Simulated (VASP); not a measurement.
# LiF (P4/mmm) in VASP: further runs, part 2 of 2

VASP 6.6.1.

**3. Single point, PBE (strain +0.040 along x and y, -0.040 along z)**

INCAR reads:

```
SYSTEM = LiF
PREC = Accurate ; ENCUT = 520
EDIFF = 1E-7 ; ISMEAR = 0
SIGMA = 0.05 ; LREAL = .FALSE.
LASPH = .TRUE. ; NELM = 80
ALGO = Normal ; ISIF = 2
LWAVE = .FALSE. ; LCHARG = .FALSE.
GGA = PE ; NBANDS = 12
```

KPOINTS reads:

```
Automatic mesh
0
G
  10 10 10
  0 0 0
```

POSCAR reads:

```
LiF
1.0
    2.6619143200      0.0000000000      0.0000000000
    0.0000000000      2.6619143200      0.0000000000
    0.0000000000      0.0000000000      2.4571516800
Li F
1 1
Direct
    0.0000000000      0.0000000000      0.0000000000
    0.5000000000      0.5000000000      0.5000000000
```

Potentials or basis: VASP PAW PBE potentials, release 64 (Li_sv, F).

On the command line:

```console
cat potpaw_PBE.64/Li_sv/POTCAR potpaw_PBE.64/F/POTCAR > POTCAR
mpirun -np 1 vasp_std > vasp.out
```

Run time: 20 s. Hardware: 1 thread of AMD EPYC 7R43 (Zen 3), shared host; peak memory 0.1 GiB.

The run converged. Its results:

```
Free energy            : -8.9817 eV
Band gap on the k mesh : 6.74 eV, indirect (least direct gap 7.19 eV)
```

Levels at points of the mesh, in eV from the valence-band top:
```
           k point  band 3  band 4  band 5  band 6  band 7  band 8
(0.00, 0.00, 0.00)   -1.29   -1.29   -0.45    6.74   17.24   19.27
(0.50, 0.00, 0.00)   -3.90   -0.92   -0.19    8.59   12.80   18.25
(0.50, 0.50, 0.00)   -3.59   -3.59    0.00   12.24   12.88   12.88
(0.00, 0.00, 0.50)   -3.90   -0.76   -0.76    8.18   13.87   19.16
(0.50, 0.00, 0.50)   -3.54   -3.26   -0.53   12.30   12.94   13.53
(0.50, 0.50, 0.50)   -2.73   -2.40   -2.40   10.17   10.86   10.86
```

Caveat: the cell differs from its parent crystal (strain +0.040 along x and y, -0.040 along z); the cutoff is under 1.25 times the usual one of these potentials, so pressure, stress and relaxed cells hold a basis-set (Pulay) error.

**4. Single point, PBE (strain +0.000 along x and y, +0.080 along z)**

INCAR reads:

```
  PREC = Accurate
  ENCUT = 520
  EDIFF = 1E-6
  ISMEAR = 0
  SIGMA = 0.05
  LREAL = F
  LASPH = T
  NELM = 60
  ALGO = Normal
  ISIF = 2
  LWAVE = F
  LCHARG = F
  GGA = PE
  NBANDS = 12
```

KPOINTS reads:

```
regular mesh
0
Gamma
  10 10 10
```

POSCAR reads:

```
LiF
1.0
    2.5595330000      0.0000000000      0.0000000000
    0.0000000000      2.5595330000      0.0000000000
    0.0000000000      0.0000000000      2.7642956400
Li F
1 1
Direct
    0.0000000000      0.0000000000      0.0000000000
    0.5000000000      0.5000000000      0.5000000000
```

Potentials or basis: VASP PAW PBE potentials, release 64 (Li_sv, F).

On the command line:

```console
cat potpaw_PBE.64/Li_sv/POTCAR potpaw_PBE.64/F/POTCAR > POTCAR
mpirun -np 1 vasp_std > vasp.out
```

OUTCAR:

```text
PREC = Accurate
   ENCUT = 520
   EDIFF = 1E-6
   ISMEAR = 0
   LREAL = F
   LASPH = T
   NELM = 60
   ISIF = 2
   GGA = PE

 ion  position               nearest neighbor table
   1  0.000  0.000  0.000-
   2  0.500  0.500  0.500-

  LATTYP: Found a simple tetragonal cell.
 ALAT       =     2.5595330000
 C/A-ratio  =     1.0800000000

  Lattice vectors:

 A1 = (   2.5595330000,   0.0000000000,   0.0000000000)
[... 543 lines left out ...]
     12      29.9725      0.00000

 [... further k-points ...]

------------------------ aborting loop because EDIFF is reached ----------------------------------------

  FORCE on cell =-STRESS in cart. coord.  units (eV):
  Direction    XX          YY          ZZ          XY          YZ          ZX
  --------------------------------------------------------------------------------------
  -------------------------------------------------------------------------------------
  Total        0.2067181      0.2067181     -1.9186294      0.0000000      0.0000000      0.0000000
  in kB       18.2887148     18.2887148   -169.7445081      0.0000000      0.0000000      0.0000000
  external PRESSURE =     -44.3890262 kB  Pullay stress =       0.0000000 kB

 VOLUME and BASIS-vectors are now :
 -----------------------------------------------------------------------------
  energy-cutoff  :      520.00
  volume of cell :       18.11
      direct lattice vectors                 reciprocal lattice vectors
     2.559533000  0.000000000  0.000000000     0.390696272  0.000000000  0.000000000
     0.000000000  2.559533000  0.000000000     0.000000000  0.390696272  0.000000000
     0.000000000  0.000000000  2.764295640     0.000000000  0.000000000  0.361755807

 POSITION                                       TOTAL-FORCE (eV/Angst)
 -----------------------------------------------------------------------------------
      0.00000      0.00000      0.00000         0.000000      0.000000      0.000000
      1.27977      1.27977      1.38215         0.000000      0.000000      0.000000
 -----------------------------------------------------------------------------------
    total drift:                                0.000000      0.000000      0.000000

  FREE ENERGIE OF THE ION-ELECTRON SYSTEM (eV)
  ---------------------------------------------------
  free  energy   TOTEN  =        -8.9743596016 eV

  energy  without entropy=       -8.9743596016  energy(sigma->0) =       -8.97435960
```

stdout:

```text
POSCAR found type information on POSCAR LiF
 POSCAR found :  2 types and       2 ions
 scaLAPACK will be used
 LDA part: xc-table for (Slater+PW92), standard interpolation
 POSCAR, INCAR and KPOINTS ok, starting setup
 FFT: planning ... GRIDC
 FFT: planning ... GRID_SOFT
 FFT: planning ... GRID
 WAVECAR not read
 entering main loop
```

It took 27 s on 1 thread of AMD EPYC 7R43 (Zen 3), shared host; peak memory 0.1 GiB.

What came out:

* Free energy: -8.9744 eV
* Band gap on the k mesh: 6.65 eV, indirect (least direct gap 7.17 eV)

Caveat: the cell differs from its parent crystal (strain +0.000 along x and y, +0.080 along z); the cutoff is under 1.25 times the usual one of these potentials, so pressure, stress and relaxed cells hold a basis-set (Pulay) error.

**5. Single point, PBE (strain +0.040 along x and y, +0.000 along z)**

INCAR reads:

```
  ALGO = Normal
  EDIFF = 1E-7
  ENCUT = 520
  GGA = PE
  ISIF = 2
  ISMEAR = 0
  LASPH = True
  LCHARG = False
  LREAL = False
  LWAVE = False
  NBANDS = 12
  NELM = 100
  PREC = Accurate
  SIGMA = 0.05
```

KPOINTS reads:

```
k-points
0
Gamma
  10 10 10
```

POSCAR reads:

```
LiF
1.0
    2.6619143200      0.0000000000      0.0000000000
    0.0000000000      2.6619143200      0.0000000000
    0.0000000000      0.0000000000      2.5595330000
Li F
1 1
Direct
    0.0000000000      0.0000000000      0.0000000000
    0.5000000000      0.5000000000      0.5000000000
```

On the command line:

```console
cat potpaw_PBE.64/Li_sv/POTCAR potpaw_PBE.64/F/POTCAR > POTCAR
mpirun -np 1 vasp_std > vasp.out
```

Run time: 23 s. Hardware: 1 thread of AMD EPYC 7R43 (Zen 3), shared host; peak memory 0.1 GiB.

The run converged. Its results:

```
Free energy            : -9.0139 eV
Band gap on the k mesh : 6.72 eV, indirect (least direct gap 7.22 eV)
```

Levels at points of the mesh, in eV from the valence-band top:
```
           k point  band 1  band 2  band 3  band 4  band 5  band 6  band 7  band 8  band 9  band 10
(0.00, 0.00, 0.00)  -43.17  -20.66   -0.89   -0.89   -0.50    6.72   17.72   18.68   19.45    19.45
(0.50, 0.00, 0.00)  -43.14  -20.30   -3.50   -0.55   -0.21    8.61   12.81   18.77   20.18    23.41
(0.50, 0.50, 0.00)  -43.11  -19.90   -3.13   -3.13    0.00   12.43   12.86   12.86   18.79    23.25
(0.00, 0.00, 0.50)  -43.12  -20.18   -3.49   -0.48   -0.48    8.39   13.33   19.20   19.20    23.05
(0.50, 0.00, 0.50)  -43.10  -19.79   -3.10   -2.98   -0.24   12.57   12.79   13.16   18.19    22.40
(0.50, 0.50, 0.50)  -43.07  -19.47   -2.27   -2.13   -2.13   10.51   10.85   10.85   22.52    22.52
```

Caveat: the cell differs from its parent crystal (strain +0.040 along x and y, +0.000 along z); the cutoff is under 1.25 times the usual one of these potentials, so pressure, stress and relaxed cells hold a basis-set (Pulay) error. A k mesh can miss the band edges.

**6. The runs side by side**

```csv
cell,gap on the mesh (eV)
"a = 2.560, b = 2.560, c = 2.662 Å, 2 atoms",7.09
"a = 2.662, b = 2.662, c = 2.457 Å, 2 atoms",6.74
"a = 2.560, b = 2.560, c = 2.764 Å, 2 atoms",6.65
"a = 2.662, b = 2.662, c = 2.560 Å, 2 atoms",6.72
```

Alike in all rows: task single point; level PBE; potentials or basis VASP PAW PBE potentials, release 64 (Li_sv, F); no spin polarisation; k mesh 10 × 10 × 10; cutoff (eV) 520; smearing gaussian 0.05 eV.

Caveats: the cutoff is under 1.25 times the usual one of these potentials, so pressure, stress and relaxed cells hold a basis-set (Pulay) error.

Absolute energies hang on the potentials; compare differences alone.
